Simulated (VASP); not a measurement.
# Ti8N5O3 (R-3m) in VASP: a series of runs

Runs on Ti8N5O3. Level: PBEsol. Tasks: relaxation of cell and atoms.

Everything below comes from runs of VASP 6.6.1. Logs are shortened: lines on timing, memory, paths and dates and some standing lists are left out, and cuts for length are marked.

**1. The cell of the first run**

The structure is trigonal, space group R-3m (No. 166). Conventional cell: a = 5.961 Å, b = 5.961 Å, c = 14.602 Å, α = 90.00°, β = 90.00°, γ = 120.00°. Within 2.8 Å of Ti (site symmetry m) lie 2 O at 2.11 Å and 4 N at 2.11 Å. Within 2.8 Å of Ti (site symmetry 3m) lie 3 O at 2.11 Å and 3 N at 2.11 Å. Within 2.8 Å of O (site symmetry 2/m) lie 6 Ti at 2.11 Å. Within 2.8 Å of N (site symmetry -3m) lie 6 Ti at 2.11 Å. N (site symmetry -3m) has 6 Ti at 2.11 Å within 2.8 Å. N (site symmetry 2/m) has 6 Ti at 2.11 Å within 2.8 Å.

**2. Relaxation of cell and atoms, PBEsol**

Input file INCAR:

```
ALGO = Normal
EDIFF = 1E-6
EDIFFG = -0.01
ENCUT = 600
GGA = PS
IBRION = 2
ISIF = 3
ISMEAR = 1
KPAR = 4
LASPH = True
LCHARG = False
LREAL = False
LWAVE = False
NELM = 80
NSW = 90
PREC = Accurate
SIGMA = 0.1
```

Input file KPOINTS:

```
k-points
0
Gamma
  9 9 8
```

Input file POSCAR:

```
Ti8N5O3
1.0
   -4.2153366800     -4.2153366800      0.0000000000
    0.0000000000     -4.2153366800      4.2153366800
   -4.2153366800      0.0000000000      4.2153366800
Ti O N
8 3 5
Direct
    0.5000000000      0.0000000000      0.0000000000
    0.0000000000      0.0000000000      0.0000000000
    0.5000000000      0.5000000000      0.0000000000
    0.0000000000      0.5000000000      0.0000000000
    0.5000000000      0.0000000000      0.5000000000
    0.0000000000      0.0000000000      0.5000000000
    0.5000000000      0.5000000000      0.5000000000
    0.0000000000      0.5000000000      0.5000000000
    0.7500000000      0.2500000000      0.2500000000
    0.2500000000      0.2500000000      0.2500000000
    0.7500000000      0.7500000000      0.2500000000
    0.2500000000      0.7500000000      0.2500000000
    0.7500000000      0.2500000000      0.7500000000
    0.2500000000      0.2500000000      0.7500000000
    0.7500000000      0.7500000000      0.7500000000
    0.2500000000      0.7500000000      0.7500000000
```

Potentials or basis: VASP PAW PBE potentials, release 64 (Ti_sv, O, N).

On the command line:

```sh
> cat potpaw_PBE.64/Ti_sv/POTCAR potpaw_PBE.64/O/POTCAR potpaw_PBE.64/N/POTCAR > POTCAR
> mpirun -np 4 vasp_std > vasp.out
```

OUTCAR:

```text
EDIFF = 1E-6
   EDIFFG = -0.01
   ENCUT = 600
   GGA = PS
   IBRION = 2
   ISIF = 3
   ISMEAR = 1
   LASPH = True
   LREAL = False
   NELM = 80
   NSW = 90
   PREC = Accurate

 ion  position               nearest neighbor table
   1  0.500  0.000  0.000-  10 2.11  11 2.11  12 2.11  13 2.11  14 2.11  15 2.11
   2  0.000  0.000  0.000-   9 2.11  11 2.11  12 2.11  13 2.11  14 2.11  16 2.11
   3  0.500  0.500  0.000-   9 2.11  10 2.11  12 2.11  13 2.11  15 2.11  16 2.11
   4  0.000  0.500  0.000-   9 2.11  10 2.11  11 2.11  14 2.11  15 2.11  16 2.11
   5  0.500  0.000  0.500-   9 2.11  10 2.11  11 2.11  14 2.11  15 2.11  16 2.11
   6  0.000  0.000  0.500-   9 2.11  10 2.11  12 2.11  13 2.11  15 2.11  16 2.11
[... 8 lines left out ...]
  15  0.750  0.750  0.750-   1 2.11   3 2.11   4 2.11   5 2.11   6 2.11   8 2.11
  16  0.250  0.750  0.750-   2 2.11   3 2.11   4 2.11   5 2.11   6 2.11   7 2.11

  LATTYP: Found a face centered cubic cell.
 ALAT       =     8.4306733600

  Lattice vectors:

 A1 = (  -4.2153366800,  -4.2153366800,   0.0000000000)
 A2 = (   0.0000000000,  -4.2153366800,   4.2153366800)
 A3 = (  -4.2153366800,   0.0000000000,   4.2153366800)

Analysis of symmetry for initial positions (statically):
=====================================================================
 Subroutine PRICEL returns:
 Original cell was already a primitive cell.

 Routine SETGRP: Setting up the symmetry group for a
 face centered cubic supercell.

 Subroutine GETGRP returns: Found 12 space group operations
 (whereof  2 operations were pure point group operations)
 out of a pool of 48 trial point group operations.

The static configuration has the point symmetry C_1h.
 The point group associated with its full space group is D_3d.

Analysis of symmetry for dynamics (positions and initial velocities):
=====================================================================
 Subroutine PRICEL returns:
 Original cell was already a primitive cell.

 Routine SETGRP: Setting up the symmetry group for a
 face centered cubic supercell.

 Subroutine GETGRP returns: Found 12 space group operations
 (whereof  2 operations were pure point group operations)
 out of a pool of 48 trial point group operations.

The dynamic configuration has the point symmetry C_1h.
 The point group associated with its full space group is D_3d.

 Subroutine INISYM returns: Found 12 space group operations
 (whereof  2 operations are pure point group operations),
 and found     1 'primitive' translations

----------------------------------------------------------------------------------------

                                     Primitive cell

  volume of cell :     149.8052

  direct lattice vectors                    reciprocal lattice vectors
    -4.215336680 -4.215336680  0.000000000    -0.118614488 -0.118614488 -0.118614488
     0.000000000 -4.215336680  4.215336680     0.118614488 -0.118614488  0.118614488
    -4.215336680  0.000000000  4.215336680    -0.118614488  0.118614488  0.118614488

  length of vectors
     5.961386303  5.961386303  5.961386303     0.205446319  0.205446319  0.205446319

  position of ions in fractional coordinates (direct lattice)
     0.500000000  0.000000000  0.000000000
     0.000000000  0.000000000  0.000000000
     0.500000000  0.500000000  0.000000000
     0.000000000  0.500000000  0.000000000
     0.500000000  0.000000000  0.500000000
     0.000000000  0.000000000  0.500000000
[... 8 lines left out ...]
     0.750000000  0.750000000  0.750000000
     0.250000000  0.750000000  0.750000000

  ion indices of the primitive-cell ions
   primitive index   ion index
                 1           1
                 2           2
                 3           3
                 4           4
                 5           5
                 6           6
[... 8 lines left out ...]
                15          15
                16          16

----------------------------------------------------------------------------------------

 KPOINTS: k-points

Automatic generation of k-mesh.
 Grid dimensions read from file:
 generate k-points for:    9    9    8

 Generating k-lattice:

  Cartesian coordinates                     Fractional coordinates (reciprocal lattice)
    -0.013179388 -0.013179388 -0.013179388     0.111111111  0.000000000  0.000000000
     0.013179388 -0.013179388  0.013179388     0.000000000  0.111111111  0.000000000
    -0.014826811  0.014826811  0.014826811     0.000000000  0.000000000  0.125000000

  Length of vectors
     0.022827369  0.022827369  0.025680790

  Shift w.r.t. Gamma in fractional coordinates (k-lattice)
     0.000000000  0.000000000  0.000000000

 -----------------------------------------------------------------------------
|                                                                             |
|           W    W    AA    RRRRR   N    N  II  N    N   GGGG   !!!           |
[... 52 lines left out ...]
   ENCUT  =  600.0 eV  44.10 Ry    6.64 a.u.  11.91 11.91 11.91*2*pi/ulx,y,z
   NELM   =     80;   NELMIN=  2; NELMDL= -5     # of ELM steps
   EDIFF  = 0.1E-05   stopping-criterion for ELM
   LREAL  =      F    real-space projection
   EDIFFG = -.1E-01   stopping-criterion for IOM
   NSW    =     90    number of steps for IOM
   IBRION =      2    ionic relax: 0-MD 1-quasi-New 2-CG
   NFREE  =      1    steps in history (QN), initial steepest desc. (CG)
   ISIF   =      3    stress and relaxation
   ISYM   =      2    0-nonsym 1-usesym 2-fastsym
   POTIM  = 0.5000    time-step for ionic-motion
   TEBEG  =    0.0;   TEEND  =   0.0 temperature during run
   PSTRESS=    0.0 pullay stress
   NELECT =     139.0000    total number of electrons
   NUPDOWN=      -1.0000    fix difference up-down
   EMIN   =  10.00;   EMAX   =-10.00  energy-range for DOS
   EFERMI =   0.00;   METHOD = LEGACY
   ISMEAR =     1;   SIGMA  =   0.10  broadening in eV -4-tet -1-fermi 0-gaus
   EFERMI_NEDOS =   21; number of points for ismear=-14 and -15
   IALGO  =     38    algorithm
   IMIX   =      4    mixing-type and parameters
     AMIX     =   0.40;   BMIX     =  1.00
     AMIX_MAG =   1.60;   BMIX_MAG =  1.00
  volume/ion in A,a.u.               =       9.36        63.18
  Fermi-wavevector in a.u.,A,eV,Ry     =   1.596752  3.017424 34.689649  2.549617
  Thomas-Fermi vector in A             =   2.694466
   LORBIT       =      0    0 simple, 1 ext, 2 COOP (PROOUT), +10 PAW based schemes
   GGA     = PS    functional components
   LHFCALC =     F    Hartree Fock is set to
   AEXX    =    0.0000 exact exchange contribution
   IVDW    =     0    specifies the selected vdW correction
   LEPSILON=     F    determine dielectric tensor
   LRPA    =     F    only Hartree local field effects (RPA)
 conjugate gradient relaxation of ions
 non-spin polarized calculation
 Methfessel and Paxton  Order N= 1 SIGMA  =   0.10
  energy-cutoff  :      600.00
  volume of cell :      149.81
 maximum number of plane-waves:      5029
   NGX = 23   NGY = 23   NGZ = 23

--------------------------------------- Ionic step        1  -------------------------------------------

 number of electron     139.0000009 magnetization

 Free energy of the ion-electron system (eV)
  ---------------------------------------------------
  ext. energy  EPLUGINS =         0.00000000
  ---------------------------------------------------
  free energy    TOTEN  =      -159.69898066 eV

  energy without entropy =     -159.69974708  energy(sigma->0) =     -159.69923613

------------------------ aborting loop because EDIFF is reached ----------------------------------------

  FORCE on cell =-STRESS in cart. coord.  units (eV):
  Direction    XX          YY          ZZ          XY          YZ          ZX
  --------------------------------------------------------------------------------------
  -------------------------------------------------------------------------------------
  Total       -0.6011482     -0.6011482     -0.6011482      0.2385682     -0.2385682      0.2385682
  in kB       -6.4293247     -6.4293247     -6.4293247      2.5515044     -2.5515044      2.5515044
  external PRESSURE =      -6.4293247 kB  Pullay stress =       0.0000000 kB
[... 131 lines left out ...]
  FREE ENERGIE OF THE ION-ELECTRON SYSTEM (eV)
  ---------------------------------------------------
  free  energy   TOTEN  =      -160.4613015877 eV

  energy  without entropy=     -160.4612247387  energy(sigma->0) =     -160.46127597

[... ionic steps 4 to 11 ...]

--------------------------------------- Ionic step       12  -------------------------------------------

 number of electron     139.0000018 magnetization

------------------------ aborting loop because EDIFF is reached ----------------------------------------
[... 95 lines left out ...]
--------------------------------------- Ionic step       14  -------------------------------------------

 number of electron     139.0000018 magnetization

 Free energy of the ion-electron system (eV)
  ---------------------------------------------------
  ext. energy  EPLUGINS =         0.00000000
  ---------------------------------------------------
  free energy    TOTEN  =      -160.58644808 eV

  energy without entropy =     -160.58736103  energy(sigma->0) =     -160.58675239

 E-fermi :  11.6641     XC(G=0): -13.2179

 val. band max:       11.6624480010   @ k =   0.1111   0.1111   0.5000
 cond. band min:      11.6659871620   @ k =  -0.1111   0.0000   0.3750
 fundamental gap:      0.0035391610
 Fermi energy:        11.6640512511

 k-point     1 :       0.0000    0.0000    0.0000
  band No.  band energies     occupation
      1     -45.9518      2.00000
      2     -45.8501      2.00000
      3     -45.8237      2.00000
      4     -45.8237      2.00000
      5     -45.8203      2.00000
      6     -45.7974      2.00000
[... 2005 lines left out ...]
     80      13.0354     -0.00000
     81      13.0598     -0.00000

 [... further k-points ...]

 [bands above 81 left out]

------------------------ aborting loop because EDIFF is reached ----------------------------------------

  FORCE on cell =-STRESS in cart. coord.  units (eV):
  Direction    XX          YY          ZZ          XY          YZ          ZX
  --------------------------------------------------------------------------------------
  -------------------------------------------------------------------------------------
  Total        0.0131079      0.0131079      0.0131079      0.0025398     -0.0025398      0.0025398
  in kB        0.1389070      0.1389070      0.1389070      0.0269145     -0.0269145      0.0269145
  external PRESSURE =       0.1389070 kB  Pullay stress =       0.0000000 kB
[... 31 lines left out ...]
  FREE ENERGIE OF THE ION-ELECTRON SYSTEM (eV)
  ---------------------------------------------------
  free  energy   TOTEN  =      -160.5864480786 eV

  energy  without entropy=     -160.5873610264  energy(sigma->0) =     -160.58675239

 reached required accuracy - stopping structural energy minimisation
```

Run time: 1.5 h. Hardware: 4 MPI ranks of Intel Xeon 6975P-C (Granite Rapids), shared host; peak memory 1.8 GiB.

Results:

```
Free energy                           : -160.5864 eV
Relaxed volume                        : 9.45 Å³/atom
Relaxed cell                          : a = 5.973 Å, b = 5.973 Å, c = 5.986 Å, α = 60.07°, β = 60.07°, γ = 60.00°
Space group after relaxing (to 0.1 Å) : R-3m (No. 166)
Energy gained by relaxing             : 55.5 meV/atom
Ionic steps                           : 14
Pressure after relaxing               : 0.0 GPa
Largest force after relaxing          : 0.006 eV/Å
Band gap on the k mesh                : zero (an odd number of electrons rules out a gap without spin polarisation)
```

Forces on the atoms (eV/Å):
```
Ti   0.001  0.001 -0.001
Ti  -0.001 -0.001 -0.001
Ti   0.001 -0.001  0.001
Ti  -0.003  0.003  0.003
Ti   0.003 -0.003 -0.003
Ti  -0.001  0.001 -0.001
Ti   0.001  0.001  0.001
Ti  -0.001 -0.001  0.001
O    0.000  0.000  0.000
O    0.000  0.000  0.000
O    0.000  0.000  0.000
N    0.000  0.000  0.000
N    0.000  0.000  0.000
N    0.000  0.000  0.000
N    0.000  0.000  0.000
N    0.000  0.000  0.000
```

The path:
| step | energy change (eV) | largest force (eV/Å) | pressure (GPa) | volume (Å³) |
| --- | --- | --- | --- | --- |
| 1 | 0.0000 | 1.7511 | -0.64 | 149.81 |
| 2 | -0.7206 | 0.9303 | 2.31 | 148.99 |
| 3 | -0.7623 | 1.0510 | 6.69 | 148.33 |
| 4 | -0.8410 | 0.2176 | 4.27 | 148.66 |
| 5 | -0.8430 | 0.1439 | 4.53 | 148.62 |
| 6 | -0.8178 | 0.2596 | -5.52 | 154.71 |
| 7 | -0.8834 | 0.1530 | -0.09 | 151.26 |
| 8 | -0.8871 | 0.0302 | -0.14 | 151.24 |
| 9 | -0.8873 | 0.0300 | -0.16 | 151.24 |
| 10 | -0.8873 | 0.0181 | 0.28 | 151.03 |
| 11 | -0.8874 | 0.0107 | 0.09 | 151.14 |
| 12 | -0.8874 | 0.0111 | 0.06 | 151.14 |
| 13 | -0.8874 | 0.0111 | 0.05 | 151.14 |
| 14 | -0.8875 | 0.0055 | 0.01 | 151.19 |

Final structure:
```
Ti O N
1.0
    -4.22363   -4.22363    0.00000
     0.00000   -4.22363    4.22363
    -4.23292    0.00929    4.23292
Ti O N
8 3 5
Cartesian
  -6.2636 -2.1092 4.1518
  -4.2263 -0.0719 4.1518
  -6.2636 -4.2955 6.3381
  -4.1630 -2.1724 6.2748
  -4.2982 -6.2609 6.4100
  -6.4213 -8.3615 6.3468
  -4.2349 -4.1378 4.3094
  -6.4213 -6.3241 4.3094
  -4.2260 -4.2213 2.1141
  -2.1141 -2.1095 2.1141
  -4.2260 -6.3331 4.2260
  -2.1141 -4.2213 4.2260
  -6.3424 -4.2167 4.2306
  -4.2306 -2.1048 4.2306
  -6.3424 -6.3285 6.3424
  -4.2306 -4.2167 6.3424
```

Levels at points of the mesh, in eV from the Fermi level:
```
           k point  band 67  band 68  band 69  band 70  band 71  band 72  band 73  band 74
(0.00, 0.00, 0.00)    -3.13    -0.79    -0.79    -0.64     0.56     0.56     1.52     1.52
(0.00, 0.00, 0.50)    -1.59    -0.10    -0.10     0.04     0.04     0.13     0.37     0.52
```

Caveat: the PAW data sets were made with another functional, which shifts forces and pressure a little; an odd number of electrons without spin polarisation forces a metal; a magnetic or distorted state may lie lower.

**3. Relaxation of cell and atoms, PBEsol**

This run uses another cell than the first one, of 9.45 Å³/atom.

Edit INCAR of step 2 so:

```diff
@@ -1,4 +1,4 @@
 ALGO = Normal
-EDIFF = 1E-6
-EDIFFG = -0.01
+EDIFF = 1E-7
+EDIFFG = -0.005
 ENCUT = 600
```

KPOINTS is that of step 2.

Input file POSCAR:

```
Ti8N5O3                                 
1.0
   -4.2236308862     -4.2236308862     -0.0000000000
    0.0000000000     -4.2236308862      4.2236308862
   -4.2329195597      0.0092886735      4.2329195597
  Ti              O               N             
     8     3     5
Direct
     0.5007668209896005    0.0007668209896005    0.9800607957414444
     0.0184055622793550    0.0007668209896005    0.9800607957414444
     0.5007668209896005    0.5184055622793549    0.9800607957414444
     0.0082504213778042    0.5082504213778042    0.9752487358665874
     0.4917495786221958    0.9917495786221958    0.5247512641334126
     0.9992331790103995    0.9815944377206451    0.5199392042585556
     0.4815944377206451    0.4992331790103997    0.5199392042585556
     0.9992331790103995    0.4992331790103997    0.5199392042585556
     0.7500000000000000    0.2500000000000000    0.2500000000000000
     0.2500000000000000    0.2500000000000000    0.2500000000000000
     0.7500000000000000    0.7500000000000000    0.2500000000000000
     0.2500000000000000    0.7500000000000000    0.2500000000000000
     0.7500000000000000    0.2500000000000000    0.7500000000000000
     0.2500000000000000    0.2500000000000000    0.7500000000000000
     0.7500000000000000    0.7500000000000000    0.7500000000000000
     0.2500000000000000    0.7500000000000000    0.7500000000000000
```

Potentials or basis: VASP PAW PBE potentials, release 64 (Ti_sv, O, N).

On the command line:

```sh
> cat potpaw_PBE.64/Ti_sv/POTCAR potpaw_PBE.64/O/POTCAR potpaw_PBE.64/N/POTCAR > POTCAR
> mpirun -np 4 vasp_std > vasp.out
```

Wall time 17 min (4 MPI ranks of Intel Xeon 6975P-C (Granite Rapids), shared host); peak memory 1.8 GiB.

Results (log left out):

```
Free energy                           : -160.5894 eV
Relaxed volume                        : 9.45 Å³/atom
Relaxed cell                          : a = 5.973 Å, b = 5.973 Å, c = 5.986 Å, α = 60.07°, β = 60.07°, γ = 60.00°
Space group after relaxing (to 0.1 Å) : R-3m (No. 166)
Energy gained by relaxing             : 0.0 meV/atom
Ionic steps                           : 2
Pressure after relaxing               : 0.0 GPa
Band gap on the k mesh                : zero (an odd number of electrons rules out a gap without spin polarisation)
```

Forces on the atoms (eV/Å):
```
Ti   0.000  0.000  0.000
Ti   0.000  0.000  0.000
Ti   0.000  0.000  0.000
Ti  -0.002  0.002  0.002
Ti   0.002 -0.002 -0.002
Ti   0.000  0.000  0.000
Ti   0.000  0.000  0.000
Ti   0.000  0.000  0.000
O    0.000  0.000  0.000
O    0.000  0.000  0.000
O    0.000  0.000  0.000
N    0.000  0.000  0.000
N    0.000  0.000  0.000
N    0.000  0.000  0.000
N    0.000  0.000  0.000
N    0.000  0.000  0.000
```

Final structure:
```
CELL_PARAMETERS angstrom
-4.22338 -4.22338 0.00000
0.00000 -4.22338 4.22338
-4.23260 0.00922 4.23260
ATOMIC_POSITIONS crystal
Ti 0.50076 0.00076 0.98005
Ti 0.01842 0.00076 0.98005
Ti 0.50076 0.51842 0.98005
Ti 0.00823 0.50823 0.97530
Ti 0.49177 0.99177 0.52470
Ti 0.99924 0.98158 0.51995
Ti 0.48158 0.49924 0.51995
Ti 0.99924 0.49924 0.51995
O 0.75000 0.25000 0.25000
O 0.25000 0.25000 0.25000
O 0.75000 0.75000 0.25000
N 0.25000 0.75000 0.25000
N 0.75000 0.25000 0.75000
N 0.25000 0.25000 0.75000
N 0.75000 0.75000 0.75000
N 0.25000 0.75000 0.75000
```

Levels at points of the mesh, in eV from the Fermi level:
```tsv
k point	band 67	band 68	band 69	band 70	band 71	band 72	band 73	band 74
(0.00, 0.00, 0.00)	-3.13	-0.79	-0.79	-0.64	0.56	0.56	1.52	1.52
(0.00, 0.00, 0.50)	-1.59	-0.10	-0.10	0.04	0.04	0.13	0.37	0.52
```

Caveat: the PAW data sets were made with another functional, which shifts forces and pressure a little; an odd number of electrons without spin polarisation forces a metal; a magnetic or distorted state may lie lower.
